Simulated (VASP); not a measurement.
# Bi2TeSe2 (R-3m) in VASP: a series of runs

Runs on Bi2TeSe2. Level: PBEsol. Tasks: single point.

Program: VASP 6.6.1. These are calculated values, not measurements. Logs are shortened: lines on timing, memory, paths and dates and some standing lists are left out, and cuts for length are marked.

### 1 The cell of the first run

It takes space group R-3m (No. 166, trigonal). Conventional cell: a = 4.183 Å, b = 4.183 Å, c = 28.263 Å, α = 90.00°, β = 90.00°, γ = 120.00°. Bi (site symmetry 3m) has 3 Se at 2.90 Å and 3 Te at 3.03 Å within 3.8 Å. Within 4.0 Å of Te (site symmetry -3m) lie 6 Bi at 3.03 Å. Within 3.8 Å of Se (site symmetry 3m) lie 3 Bi at 2.90 Å and 3 Se at 3.50 Å.

### 2 Single point, PBEsol (strain +0.000 along x and y, -0.030 along z)

Input file INCAR:

```
SYSTEM = Bi2TeSe2
PREC = Accurate
ENCUT = 520
EDIFF = 1E-7
ISMEAR = 0
SIGMA = 0.05
LREAL = .FALSE.
LASPH = .TRUE.
NELM = 60
ALGO = Normal
ISIF = 2
LWAVE = .FALSE.
LCHARG = .TRUE.
GGA = PS
LELF = .TRUE.
LVHAR = .TRUE.
NBANDS = 32
LUSENCCL = .FALSE.
```

Input file KPOINTS:

```
Automatic mesh
0
G
  12 12 12
  0 0 0
```

Input file POSCAR:

```
Bi2TeSe2
1.0
    2.0915012419      1.2075288050      9.4209601000
   -2.0915012419      1.2075288050      9.4209601000
    0.0000000000     -2.4150576100      9.4209601000
Bi Te Se
2 1 2
Direct
    0.3980600000      0.3980600000      0.3980600000
    0.6019400000      0.6019400000      0.6019400000
    0.0000000000      0.0000000000      0.0000000000
    0.2116000000      0.2116000000      0.2116000000
    0.7884000000      0.7884000000      0.7884000000
```

Potentials or basis: VASP PAW PBE potentials, release 64 (Bi_d, Te, Se).

Run with:

```
> cat potpaw_PBE.64/Bi_d/POTCAR potpaw_PBE.64/Te/POTCAR potpaw_PBE.64/Se/POTCAR > POTCAR
> mpirun -np 1 vasp_std > vasp.out
```

OUTCAR:

```text
SYSTEM = Bi2TeSe2
   PREC = Accurate
   ENCUT = 520
   EDIFF = 1E-7
   ISMEAR = 0
   LREAL = .FALSE.
   LASPH = .TRUE.
   NELM = 60
   ISIF = 2
   GGA = PS

 ion  position               nearest neighbor table
   1  0.398  0.398  0.398-   5 2.90   5 2.90   5 2.90   3 3.03   3 3.03   3 3.03
   2  0.602  0.602  0.602-   4 2.90   4 2.90   4 2.90   3 3.03   3 3.03   3 3.03
   3  0.000  0.000  0.000-   2 3.03   1 3.03   2 3.03   2 3.03   1 3.03   1 3.03
   4  0.212  0.212  0.212-   2 2.90   2 2.90   2 2.90
   5  0.788  0.788  0.788-   1 2.90   1 2.90   1 2.90

  LATTYP: Found a trigonal (rhomboedric) cell.
 ALAT       =     9.7255844280
 COS(alpha) =     0.9075057293

  Lattice vectors:

 A1 = (   2.0915012419,   1.2075288050,   9.4209601000)
 A2 = (  -2.0915012419,   1.2075288050,   9.4209601000)
 A3 = (   0.0000000000,  -2.4150576100,   9.4209601000)

Analysis of symmetry for initial positions (statically):
=====================================================================
 Subroutine PRICEL returns:
 Original cell was already a primitive cell.

 Routine SETGRP: Setting up the symmetry group for a
 trigonal (rhombohedral) supercell.

 Subroutine GETGRP returns: Found 12 space group operations
 (whereof 12 operations were pure point group operations)
 out of a pool of 12 trial point group operations.

The static configuration has the point symmetry D_3d.

Analysis of symmetry for dynamics (positions and initial velocities):
=====================================================================
 Subroutine PRICEL returns:
 Original cell was already a primitive cell.

 Routine SETGRP: Setting up the symmetry group for a
 trigonal (rhombohedral) supercell.

 Subroutine GETGRP returns: Found 12 space group operations
 (whereof 12 operations were pure point group operations)
 out of a pool of 12 trial point group operations.

The dynamic configuration has the point symmetry D_3d.

 Subroutine INISYM returns: Found 12 space group operations
 (whereof 12 operations are pure point group operations),
 and found     1 'primitive' translations

----------------------------------------------------------------------------------------

                                     Primitive cell

  volume of cell :     142.7585

  direct lattice vectors                    reciprocal lattice vectors
     2.091501242  1.207528805  9.420960100     0.239062732  0.138022932  0.035382098
    -2.091501242  1.207528805  9.420960100    -0.239062732  0.138022932  0.035382098
     0.000000000 -2.415057610  9.420960100     0.000000000 -0.276045865  0.035382098

  length of vectors
     9.725584428  9.725584428  9.725584428     0.278304172  0.278304172  0.278304172

  position of ions in fractional coordinates (direct lattice)
     0.398060000  0.398060000  0.398060000
     0.601940000  0.601940000  0.601940000
     0.000000000  0.000000000  0.000000000
     0.211600000  0.211600000  0.211600000
     0.788400000  0.788400000  0.788400000

  ion indices of the primitive-cell ions
   primitive index   ion index
                 1           1
                 2           2
                 3           3
                 4           4
                 5           5

----------------------------------------------------------------------------------------

 KPOINTS: Automatic mesh

Automatic generation of k-mesh.
 Grid dimensions read from file:
 generate k-points for:   12   12   12

 Generating k-lattice:

  Cartesian coordinates                     Fractional coordinates (reciprocal lattice)
     0.019921894  0.011501911  0.002948508     0.083333333  0.000000000 -0.000000000
    -0.019921894  0.011501911  0.002948508     0.000000000  0.083333333 -0.000000000
     0.000000000 -0.023003822  0.002948508    -0.000000000 -0.000000000  0.083333333

  Length of vectors
     0.023192014  0.023192014  0.023192014

  Shift w.r.t. Gamma in fractional coordinates (k-lattice)
     0.000000000  0.000000000  0.000000000

 Subroutine IBZKPT returns following result:
 ===========================================

 Found    189 irreducible k-points:

 Following reciprocal coordinates:
            Coordinates               Weight
  0.000000  0.000000  0.000000      1.000000
  0.083333  0.000000  0.000000      6.000000
  0.166667  0.000000  0.000000      6.000000
  0.250000  0.000000  0.000000      6.000000
  0.333333  0.000000  0.000000      6.000000
  0.416667  0.000000  0.000000      6.000000
[... 16 lines left out ...]
  0.500000  0.166667  0.000000     12.000000
 -0.416667  0.166667  0.000000     12.000000
 [... further k-points ...]
   k-points           NKPTS =    189   k-points in BZ     NKDIM =    189   number of bands    NBANDS=     32
   number of dos      NEDOS =    301   number of ions     NIONS =      5
   total plane-waves  NPLWV = 373248
   dimension x,y,z NGX =    72 NGY =   72 NGZ =   72
   dimension x,y,z NGXF=   144 NGYF=  144 NGZF=  144
   ions per type =               2   1   2
   NGX,Y,Z   is equivalent  to a cutoff of  12.31, 12.31, 12.31 a.u.
   NGXF,Y,Z  is equivalent  to a cutoff of  24.61, 24.61, 24.61 a.u.
 SYSTEM =  Bi2TeSe2
   PREC   = accura    normal or accurate (medium, high low for compatibility)
   ISTART =      0    job   : 0-new  1-cont  2-samecut
   ICHARG =      2    charge: 1-file 2-atom 10-const
   ISPIN  =      1    spin polarized calculation?
   LNONCOLLINEAR =      F non collinear calculations
   LSORBIT =      F    spin-orbit coupling
   LASPH  =      T    aspherical Exc in radial PAW
   ENCUT  =  520.0 eV  38.22 Ry    6.18 a.u.  18.08 18.08 18.08*2*pi/ulx,y,z
   NELM   =     60;   NELMIN=  2; NELMDL= -5     # of ELM steps
   EDIFF  = 0.1E-06   stopping-criterion for ELM
   LREAL  =      F    real-space projection
   EDIFFG = 0.1E-05   stopping-criterion for IOM
   NSW    =      0    number of steps for IOM
   IBRION =     -1    ionic relax: 0-MD 1-quasi-New 2-CG
   NFREE  =      0    steps in history (QN), initial steepest desc. (CG)
   ISIF   =      2    stress and relaxation
   ISYM   =      2    0-nonsym 1-usesym 2-fastsym
   POTIM  = 0.5000    time-step for ionic-motion
   TEBEG  =    0.0;   TEEND  =   0.0 temperature during run
   PSTRESS=    0.0 pullay stress
   NELECT =      48.0000    total number of electrons
   NUPDOWN=      -1.0000    fix difference up-down
   EMIN   =  10.00;   EMAX   =-10.00  energy-range for DOS
   EFERMI =   0.00;   METHOD = LEGACY
   ISMEAR =     0;   SIGMA  =   0.05  broadening in eV -4-tet -1-fermi 0-gaus
   EFERMI_NEDOS =   21; number of points for ismear=-14 and -15
   IALGO  =     38    algorithm
   IMIX   =      4    mixing-type and parameters
     AMIX     =   0.40;   BMIX     =  1.00
     AMIX_MAG =   1.60;   BMIX_MAG =  1.00
  volume/ion in A,a.u.               =      28.55       192.68
  Fermi-wavevector in a.u.,A,eV,Ry     =   1.138382  2.151229 17.631965  1.295913
  Thomas-Fermi vector in A             =   2.275086
   LORBIT       =      0    0 simple, 1 ext, 2 COOP (PROOUT), +10 PAW based schemes
   GGA     = PS    functional components
   LHFCALC =     F    Hartree Fock is set to
   AEXX    =    0.0000 exact exchange contribution
   IVDW    =     0    specifies the selected vdW correction
   LEPSILON=     F    determine dielectric tensor
   LRPA    =     F    only Hartree local field effects (RPA)
 non-spin polarized calculation
 Gauss-broadening in eV      SIGMA  =   0.05
  energy-cutoff  :      520.00
  volume of cell :      142.76
 maximum number of plane-waves:      3870
   NGX = 37   NGY = 37   NGZ = 37

 number of electron      47.9999996 magnetization

 Free energy of the ion-electron system (eV)
  ---------------------------------------------------
  ext. energy  EPLUGINS =         0.00000000
  ---------------------------------------------------
  free energy    TOTEN  =       -20.87905015 eV

  energy without entropy =      -20.87905015  energy(sigma->0) =      -20.87905015

 E-fermi :   5.9026     XC(G=0):  -9.8416

 val. band max:        5.7435708618   @ k =   0.0000   0.0000   0.0000
 cond. band min:       6.0617722440   @ k =   0.0000   0.0000   0.0000
 fundamental gap:      0.3182013822
 Fermi energy:         5.9026118823

 k-point     1 :       0.0000    0.0000    0.0000
  band No.  band energies     occupation
      1     -17.2217      2.00000
      2     -17.2217      2.00000
      3     -17.2158      2.00000
      4     -17.2158      2.00000
      5     -17.2082      2.00000
      6     -17.2053      2.00000
[... 24 lines left out ...]
     31      11.3006      0.00000
     32      11.8248      0.00000

 k-point     2 :       0.0833    0.0000    0.0000
  band No.  band energies     occupation
      1     -17.2232      2.00000
      2     -17.2206      2.00000
      3     -17.2170      2.00000
      4     -17.2149      2.00000
      5     -17.2073      2.00000
      6     -17.2047      2.00000
[... 24 lines left out ...]
     31      10.9191      0.00000
     32      11.3035      0.00000

 k-point     3 :       0.1667    0.0000    0.0000
  band No.  band energies     occupation
      1     -17.2276      2.00000
      2     -17.2204      2.00000
      3     -17.2183      2.00000
      4     -17.2125      2.00000
      5     -17.2059      2.00000
      6     -17.2031      2.00000
[... 24 lines left out ...]
     31      10.1479      0.00000
     32      11.3098      0.00000

 k-point     4 :       0.2500    0.0000    0.0000
  band No.  band energies     occupation
      1     -17.2341      2.00000
      2     -17.2254      2.00000
      3     -17.2167      2.00000
      4     -17.2099      2.00000
      5     -17.2071      2.00000
      6     -17.1997      2.00000
[... 24 lines left out ...]
     31      10.3654      0.00000
     32      11.6545      0.00000

 k-point     5 :       0.3333    0.0000    0.0000
  band No.  band energies     occupation
      1     -17.2407      2.00000
      2     -17.2305      2.00000
      3     -17.2166      2.00000
      4     -17.2089      2.00000
      5     -17.2079      2.00000
      6     -17.2014      2.00000
[... 584 lines left out ...]
     31      10.3013      0.00000
     32      10.5484      0.00000

 k-point    22 :       0.4167    0.1667    0.0000
  band No.  band energies     occupation
      1     -17.2380      2.00000
      2     -17.2298      2.00000
      3     -17.2177      2.00000
      4     -17.2123      2.00000
      5     -17.2047      2.00000
      6     -17.2000      2.00000
[... 24 lines left out ...]
     31      10.8070      0.00000
     32      11.1336      0.00000

 k-point    23 :       0.5000    0.1667    0.0000
  band No.  band energies     occupation
      1     -17.2412      2.00000
      2     -17.2310      2.00000
      3     -17.2203      2.00000
      4     -17.2114      2.00000
      5     -17.2057      2.00000
      6     -17.1992      2.00000
[... 24 lines left out ...]
     31      11.0036      0.00000
     32      11.4794      0.00000

 k-point    24 :      -0.4167    0.1667    0.0000
  band No.  band energies     occupation
      1     -17.2425      2.00000
      2     -17.2314      2.00000
      3     -17.2214      2.00000
      4     -17.2111      2.00000
      5     -17.2061      2.00000
      6     -17.1994      2.00000
[... 24 lines left out ...]
     31      10.8150      0.00000
     32      11.4973      0.00000

 [... further k-points ...]

------------------------ aborting loop because EDIFF is reached ----------------------------------------

  FORCE on cell =-STRESS in cart. coord.  units (eV):
  Direction    XX          YY          ZZ          XY          YZ          ZX
  --------------------------------------------------------------------------------------
  -------------------------------------------------------------------------------------
  Total        3.2824786      3.2824786      4.5272981      0.0000000     -0.0000000      0.0000000
  in kB       36.8392217     36.8392217     50.8098177      0.0000000     -0.0000000      0.0000000
  external PRESSURE =      41.4960871 kB  Pullay stress =       0.0000000 kB

 VOLUME and BASIS-vectors are now :
 -----------------------------------------------------------------------------
  energy-cutoff  :      520.00
  volume of cell :      142.76
      direct lattice vectors                 reciprocal lattice vectors
     2.091501242  1.207528805  9.420960100     0.239062732  0.138022932  0.035382098
    -2.091501242  1.207528805  9.420960100    -0.239062732  0.138022932  0.035382098
     0.000000000 -2.415057610  9.420960100     0.000000000 -0.276045865  0.035382098

 POSITION                                       TOTAL-FORCE (eV/Angst)
 -----------------------------------------------------------------------------------
      0.00000      0.00000     11.25032         0.000000     -0.000000      1.837064
      0.00000      0.00000     17.01256         0.000000     -0.000000     -1.837064
      0.00000      0.00000      0.00000         0.000000      0.000000     -0.000000
      0.00000      0.00000      5.98043         0.000000     -0.000000      0.260222
      0.00000      0.00000     22.28245         0.000000     -0.000000     -0.260222
 -----------------------------------------------------------------------------------
    total drift:                               -0.000000      0.000000     -0.000000

  FREE ENERGIE OF THE ION-ELECTRON SYSTEM (eV)
  ---------------------------------------------------
  free  energy   TOTEN  =       -20.8790501541 eV

  energy  without entropy=      -20.8790501528  energy(sigma->0) =      -20.87905015
```

Wall time 12 min (1 × NVIDIA H100 80GB with 1 thread of AMD EPYC 7R13 (Zen 3), shared host); peak memory 2.2 GiB.

What came out:

* Free energy: -20.8791 eV
* Pressure: 4.1 GPa
* Largest force: 1.837 eV/Å
* Band gap on the k mesh: 0.32 eV

Forces on the atoms (eV/Å):
```
Bi   0.000  0.000  1.837
Bi   0.000  0.000 -1.837
Te   0.000  0.000  0.000
Se   0.000  0.000  0.260
Se   0.000  0.000 -0.260
```

Levels at points of the mesh, in eV from the valence-band top:
```
           k point  band 22  band 23  band 24  band 25  band 26  band 27
(0.00, 0.00, 0.00)    -1.02    -1.02     0.00     0.32     0.91     0.91
(0.50, 0.00, 0.00)    -2.07    -0.98    -0.40     0.88     1.52     3.07
(0.50, 0.50, 0.00)    -1.78    -1.58    -0.69     1.53     1.91     2.21
(0.50, 0.50, 0.50)    -1.31    -1.31    -0.40     0.85     1.24     1.24
```

Caveat: the cell differs from its parent crystal (strain +0.000 along x and y, -0.030 along z); the cell stands under pressure; the PAW data sets were made with another functional, which shifts forces and pressure a little; spin-orbit coupling is left out, which moves the levels of the heavy elements.

[end of part 1 of 2]
